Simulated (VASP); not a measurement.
# MoH3 (Pm-3n) in VASP: a series of runs

MoH3 is run at these levels: PBE; tasks: single point.

Program: VASP 6.6.1. These are calculated values, not measurements. Logs are shortened: lines on timing, memory, paths and dates and some standing lists are left out, and cuts for length are marked.

### Step 1. The cell of the first run

Symmetry: Pm-3n, No. 223, cubic system. Conventional cell: a = 3.610 Å, b = 3.610 Å, c = 3.610 Å, α = 90.00°, β = 90.00°, γ = 90.00°. Within 2.4 Å of H (site symmetry -4m2) lie 10 H at 1.81 to 2.21 Å and 4 Mo at 2.02 Å. Within 2.7 Å of Mo (site symmetry m-3) lie 12 H at 2.02 Å.

### Step 2. Single point, PBE

The input, INCAR:

```
SYSTEM = MoH3
ALGO = Normal ; EDIFF = 1E-6
ENCUT = 500 ; GGA = PE
GGA_COMPAT = .False. ; ISIF = 2
ISMEAR = 0 ; LASPH = .True.
LCHARG = .True. ; LELF = .True.
LREAL = .False. ; LVHAR = .True.
LWAVE = .False. ; NBANDS = 27
NELM = 120 ; PREC = Accurate
SIGMA = 0.15
```

The input, KPOINTS:

```
k-points
0
Gamma
  3 3 3
  0 0 0
```

The input, POSCAR:

```
MoH3
1.0
    3.6100869487      0.0000000000      0.0000000000
    0.0000000000      3.6100869487      0.0000000000
    0.0000000000      0.0000000000      3.6100869487
H Mo
6 2
Direct
    0.0000000000      0.5000000000      0.7500000000
    0.0000000000      0.5000000000      0.2500000000
    0.2500000000      0.0000000000      0.5000000000
    0.7500000000      0.0000000000      0.5000000000
    0.5000000000      0.2500000000      0.0000000000
    0.5000000000      0.7500000000      0.0000000000
    0.5000000000      0.5000000000      0.5000000000
    0.0000000000      0.0000000000      0.0000000000
```

Potentials or basis: VASP PAW PBE potentials, release 64 (H, Mo_sv).

Run with:

```sh
$ cat potpaw_PBE.64/H/POTCAR potpaw_PBE.64/Mo_sv/POTCAR > POTCAR
$ mpirun -np 1 vasp_std > vasp.out
```

OUTCAR:

```text
SYSTEM = MoH3
   EDIFF = 1E-6
   ENCUT = 500
   GGA = PE
   ISIF = 2
   ISMEAR = 0
   LASPH = .True.
   LREAL = .False.
   NELM = 120
   PREC = Accurate

 ion  position               nearest neighbor table
   1  0.000  0.500  0.750-   7 2.02   8 2.02   8 2.02   7 2.02
   2  0.000  0.500  0.250-   7 2.02   8 2.02   8 2.02   7 2.02
   3  0.250  0.000  0.500-   7 2.02   8 2.02   8 2.02   7 2.02
   4  0.750  0.000  0.500-   7 2.02   8 2.02   8 2.02   7 2.02
   5  0.500  0.250  0.000-   7 2.02   8 2.02   7 2.02   8 2.02
   6  0.500  0.750  0.000-   7 2.02   8 2.02   7 2.02   8 2.02
   7  0.500  0.500  0.500-   1 2.02   2 2.02   3 2.02   4 2.02   5 2.02   6 2.02   5 2.02   6 2.02
                             3 2.02   4 2.02   1 2.02   2 2.02   8 3.13   8 3.13   8 3.13   8 3.13
   8  0.000  0.000  0.000-   1 2.02   2 2.02   3 2.02   4 2.02   5 2.02   6 2.02   3 2.02   4 2.02
                             1 2.02   2 2.02   5 2.02   6 2.02   7 3.13   7 3.13   7 3.13   7 3.13

  LATTYP: Found a simple cubic cell.
 ALAT       =     3.6100869487

  Lattice vectors:

 A1 = (   3.6100869487,   0.0000000000,   0.0000000000)
 A2 = (   0.0000000000,   3.6100869487,   0.0000000000)
 A3 = (   0.0000000000,   0.0000000000,   3.6100869487)

Analysis of symmetry for initial positions (statically):
=====================================================================
 Subroutine PRICEL returns:
 Original cell was already a primitive cell.

 Routine SETGRP: Setting up the symmetry group for a
 simple cubic supercell.

 Subroutine GETGRP returns: Found 48 space group operations
 (whereof 24 operations were pure point group operations)
 out of a pool of 48 trial point group operations.

The static configuration has the point symmetry T_h .
 The point group associated with its full space group is O_h .

Analysis of symmetry for dynamics (positions and initial velocities):
=====================================================================
 Subroutine PRICEL returns:
 Original cell was already a primitive cell.

 Routine SETGRP: Setting up the symmetry group for a
 simple cubic supercell.

 Subroutine GETGRP returns: Found 48 space group operations
 (whereof 24 operations were pure point group operations)
 out of a pool of 48 trial point group operations.

The dynamic configuration has the point symmetry T_h .
 The point group associated with its full space group is O_h .

 Subroutine INISYM returns: Found 48 space group operations
 (whereof 24 operations are pure point group operations),
 and found     1 'primitive' translations

----------------------------------------------------------------------------------------

                                     Primitive cell

  volume of cell :      47.0493

  direct lattice vectors                    reciprocal lattice vectors
     3.610086949  0.000000000  0.000000000     0.277001639  0.000000000  0.000000000
     0.000000000  3.610086949  0.000000000     0.000000000  0.277001639  0.000000000
     0.000000000  0.000000000  3.610086949     0.000000000  0.000000000  0.277001639

  length of vectors
     3.610086949  3.610086949  3.610086949     0.277001639  0.277001639  0.277001639

  position of ions in fractional coordinates (direct lattice)
     0.000000000  0.500000000  0.750000000
     0.000000000  0.500000000  0.250000000
     0.250000000  0.000000000  0.500000000
     0.750000000  0.000000000  0.500000000
     0.500000000  0.250000000  0.000000000
     0.500000000  0.750000000  0.000000000
     0.500000000  0.500000000  0.500000000
     0.000000000  0.000000000  0.000000000

  ion indices of the primitive-cell ions
   primitive index   ion index
                 1           1
                 2           2
                 3           3
                 4           4
                 5           5
                 6           6
                 7           7
                 8           8

----------------------------------------------------------------------------------------

 KPOINTS: k-points

Automatic generation of k-mesh.
 Grid dimensions read from file:
 generate k-points for:    3    3    3

 Generating k-lattice:

  Cartesian coordinates                     Fractional coordinates (reciprocal lattice)
     0.092333880  0.000000000  0.000000000     0.333333333  0.000000000  0.000000000
     0.000000000  0.092333880  0.000000000     0.000000000  0.333333333  0.000000000
     0.000000000  0.000000000  0.092333880     0.000000000  0.000000000  0.333333333

  Length of vectors
     0.092333880  0.092333880  0.092333880

  Shift w.r.t. Gamma in fractional coordinates (k-lattice)
     0.000000000  0.000000000  0.000000000

 Subroutine IBZKPT returns following result:
 ===========================================

 Found      4 irreducible k-points:

 Following reciprocal coordinates:
            Coordinates               Weight
  0.000000  0.000000  0.000000      1.000000
  0.333333  0.000000  0.000000      6.000000
  0.333333  0.333333  0.000000     12.000000
  0.333333  0.333333  0.333333      8.000000
   k-points           NKPTS =      4   k-points in BZ     NKDIM =      4   number of bands    NBANDS=     27
   number of dos      NEDOS =    301   number of ions     NIONS =      8
   total plane-waves  NPLWV =  21952
   dimension x,y,z NGX =    28 NGY =   28 NGZ =   28
   dimension x,y,z NGXF=    56 NGYF=   56 NGZF=   56
   ions per type =               6   2
   NGX,Y,Z   is equivalent  to a cutoff of  12.89, 12.89, 12.89 a.u.
   NGXF,Y,Z  is equivalent  to a cutoff of  25.79, 25.79, 25.79 a.u.
 SYSTEM =  MoH3
   PREC   = accura    normal or accurate (medium, high low for compatibility)
   ISTART =      0    job   : 0-new  1-cont  2-samecut
   ICHARG =      2    charge: 1-file 2-atom 10-const
   ISPIN  =      1    spin polarized calculation?
   LNONCOLLINEAR =      F non collinear calculations
   LSORBIT =      F    spin-orbit coupling
   LASPH  =      T    aspherical Exc in radial PAW
   ENCUT  =  500.0 eV  36.75 Ry    6.06 a.u.   6.58  6.58  6.58*2*pi/ulx,y,z
   NELM   =    120;   NELMIN=  2; NELMDL= -5     # of ELM steps
   EDIFF  = 0.1E-05   stopping-criterion for ELM
   LREAL  =      F    real-space projection
   EDIFFG = 0.1E-04   stopping-criterion for IOM
   NSW    =      0    number of steps for IOM
   IBRION =     -1    ionic relax: 0-MD 1-quasi-New 2-CG
   NFREE  =      0    steps in history (QN), initial steepest desc. (CG)
   ISIF   =      2    stress and relaxation
   ISYM   =      2    0-nonsym 1-usesym 2-fastsym
   POTIM  = 0.5000    time-step for ionic-motion
   TEBEG  =    0.0;   TEEND  =   0.0 temperature during run
   PSTRESS=    0.0 pullay stress
   NELECT =      34.0000    total number of electrons
   NUPDOWN=      -1.0000    fix difference up-down
   EMIN   =  10.00;   EMAX   =-10.00  energy-range for DOS
   EFERMI =   0.00;   METHOD = LEGACY
   ISMEAR =     0;   SIGMA  =   0.15  broadening in eV -4-tet -1-fermi 0-gaus
   EFERMI_NEDOS =   21; number of points for ismear=-14 and -15
   IALGO  =     38    algorithm
   IMIX   =      4    mixing-type and parameters
     AMIX     =   0.40;   BMIX     =  1.00
     AMIX_MAG =   1.60;   BMIX_MAG =  1.00
  volume/ion in A,a.u.               =       5.88        39.69
  Fermi-wavevector in a.u.,A,eV,Ry     =   1.469096  2.776189 29.364675  2.158243
  Thomas-Fermi vector in A             =   2.584514
   LORBIT       =      0    0 simple, 1 ext, 2 COOP (PROOUT), +10 PAW based schemes
   GGA     = PE    functional components
   LHFCALC =     F    Hartree Fock is set to
   AEXX    =    0.0000 exact exchange contribution
   IVDW    =     0    specifies the selected vdW correction
   LEPSILON=     F    determine dielectric tensor
   LRPA    =     F    only Hartree local field effects (RPA)
 non-spin polarized calculation
 Gauss-broadening in eV      SIGMA  =   0.15
  energy-cutoff  :      500.00
  volume of cell :       47.05
 maximum number of plane-waves:      1213
 NGX is ok and might be reduce to    28
   NGX = 13   NGY = 13   NGZ = 13

 number of electron      33.9999993 magnetization

 Free energy of the ion-electron system (eV)
  ---------------------------------------------------
  ext. energy  EPLUGINS =         0.00000000
  ---------------------------------------------------
  free energy    TOTEN  =       -39.23461187 eV

  energy without entropy =      -39.17190588  energy(sigma->0) =      -39.20325887

 E-fermi :   9.7856     XC(G=0): -12.6525

 val. band max:        9.6612941915   @ k =   0.3333   0.3333   0.3333
 cond. band min:       9.8959592360   @ k =   0.3333   0.3333   0.3333
 fundamental gap:      0.2346650445
 Fermi energy:         9.7855944739

 k-point     1 :       0.0000    0.0000    0.0000
  band No.  band energies     occupation
      1     -51.6049      2.00000
      2     -51.5087      2.00000
      3     -25.8167      2.00000
      4     -25.8167      2.00000
      5     -25.8167      2.00000
      6     -25.5049      2.00000
[... 19 lines left out ...]
     26      17.7130      0.00000
     27      17.7130      0.00000

 k-point     2 :       0.3333    0.0000    0.0000
  band No.  band energies     occupation
      1     -51.5780      2.00000
      2     -51.5298      2.00000
      3     -25.8066      2.00000
      4     -25.7345      2.00000
      5     -25.7345      2.00000
      6     -25.6524      2.00000
[... 19 lines left out ...]
     26      19.2073      0.00000
     27      19.2073      0.00000

 k-point     3 :       0.3333    0.3333    0.0000
  band No.  band energies     occupation
      1     -51.5629      2.00000
      2     -51.5388      2.00000
      3     -25.9320      2.00000
      4     -25.8573      2.00000
      5     -25.6898      2.00000
      6     -25.6117      2.00000
[... 19 lines left out ...]
     26      19.9826      0.00000
     27      20.2034      0.00000

 k-point     4 :       0.3333    0.3333    0.3333
  band No.  band energies     occupation
      1     -51.5539      2.00000
      2     -51.5418      2.00000
      3     -25.8700      2.00000
      4     -25.8218      2.00000
      5     -25.8218      2.00000
      6     -25.6093      2.00000
[... 19 lines left out ...]
     26      15.7996      0.00000
     27      21.3944      0.00000

------------------------ aborting loop because EDIFF is reached ----------------------------------------

  FORCE on cell =-STRESS in cart. coord.  units (eV):
  Direction    XX          YY          ZZ          XY          YZ          ZX
  --------------------------------------------------------------------------------------
  -------------------------------------------------------------------------------------
  Total       -0.0056720     -0.0056720     -0.0056720      0.0000000      0.0000000      0.0000000
  in kB       -0.1931512     -0.1931512     -0.1931512      0.0000000      0.0000000      0.0000000
  external PRESSURE =      -0.1931512 kB  Pullay stress =       0.0000000 kB

 VOLUME and BASIS-vectors are now :
 -----------------------------------------------------------------------------
  energy-cutoff  :      500.00
  volume of cell :       47.05
      direct lattice vectors                 reciprocal lattice vectors
     3.610086949  0.000000000  0.000000000     0.277001639  0.000000000  0.000000000
     0.000000000  3.610086949  0.000000000     0.000000000  0.277001639  0.000000000
     0.000000000  0.000000000  3.610086949     0.000000000  0.000000000  0.277001639

 POSITION                                       TOTAL-FORCE (eV/Angst)
 -----------------------------------------------------------------------------------
      0.00000      1.80504      2.70757         0.000000     -0.000000      0.000000
      0.00000      1.80504      0.90252        -0.000000      0.000000     -0.000000
      0.90252      0.00000      1.80504         0.000000     -0.000000     -0.000000
      2.70757      0.00000      1.80504        -0.000000      0.000000      0.000000
      1.80504      0.90252      0.00000         0.000000     -0.000000      0.000000
      1.80504      2.70757      0.00000         0.000000     -0.000000     -0.000000
      1.80504      1.80504      1.80504        -0.000000     -0.000000     -0.000000
      0.00000      0.00000      0.00000        -0.000000     -0.000000     -0.000000
 -----------------------------------------------------------------------------------
    total drift:                                0.000000      0.000000      0.000000

  FREE ENERGIE OF THE ION-ELECTRON SYSTEM (eV)
  ---------------------------------------------------
  free  energy   TOTEN  =       -39.2346118660 eV

  energy  without entropy=      -39.1719058771  energy(sigma->0) =      -39.20325887
```

Wall time 10 s (1 thread of Intel Xeon Platinum 8488C (Sapphire Rapids), shared host); peak memory 0.15 GiB.

What came out:

```
Free energy            : -39.2346 eV
Pressure               : 0.0 GPa
Band gap on the k mesh : zero (band 17 reaches 9.90 eV, above the bottom of band 18 at 9.23 eV)
```

Caveat: the k points lie up to 0.58 Å⁻¹ apart.

### Step 3. Single point, PBE

The input, INCAR:

```
  PREC = Accurate
  ENCUT = 500
  EDIFF = 1E-6
  ISMEAR = 0
  SIGMA = 0.15
  LREAL = F
  LASPH = T
  NELM = 120
  ALGO = Normal
  ISIF = 2
  LWAVE = F
  LCHARG = T
  GGA = PE
  LELF = T
  LVHAR = T
  NBANDS = 27
  GGA_COMPAT = F
```

The input, KPOINTS:

```
Automatic mesh
0
Gamma
  3 3 3
```

The input, POSCAR:

```
MoH3
1.0
    3.6107997708      0.0000000000      0.0000000000
    0.0000000000      3.6107997708      0.0000000000
    0.0000000000      0.0000000000      3.6107997708
H Mo
6 2
Direct
    0.2500000000      0.0000000000      0.5000000000
    0.7500000000      0.0000000000      0.5000000000
    0.0000000000      0.5000000000      0.2500000000
    0.0000000000      0.5000000000      0.7500000000
    0.5000000000      0.7500000000      0.0000000000
    0.5000000000      0.2500000000      0.0000000000
    0.0000000000      0.0000000000      0.0000000000
    0.5000000000      0.5000000000      0.5000000000
```

Potentials or basis: VASP PAW PBE potentials, release 64 (H, Mo_sv).

Run with:

```sh
$ cat potpaw_PBE.64/H/POTCAR potpaw_PBE.64/Mo_sv/POTCAR > POTCAR
$ mpirun -np 1 vasp_std > vasp.out
```

Run time: 9.2 s. Hardware: 1 thread of Intel Xeon Platinum 8488C (Sapphire Rapids), shared host; peak memory 0.15 GiB.

It converged, with:

| Quantity | Value |
| --- | --- |
| Free energy | -39.2352 eV |
| Pressure | -0.1 GPa |
| Band gap on the k mesh | zero (band 17 reaches 9.89 eV, above the bottom of band 18 at 9.22 eV) |

Levels at points of the mesh, in eV from the Fermi level:
| k point | band 13 | band 14 | band 15 | band 16 | band 17 | band 18 | band 19 | band 20 | band 21 | band 22 |
| --- | --- | --- | --- | --- | --- | --- | --- | --- | --- | --- |
| (0.00, 0.00, 0.00) | -1.98 | -1.98 | -1.12 | -1.12 | -1.12 | -0.55 | -0.55 | 1.46 | 1.46 | 1.46 |

Caveat: the k points lie up to 0.58 Å⁻¹ apart.
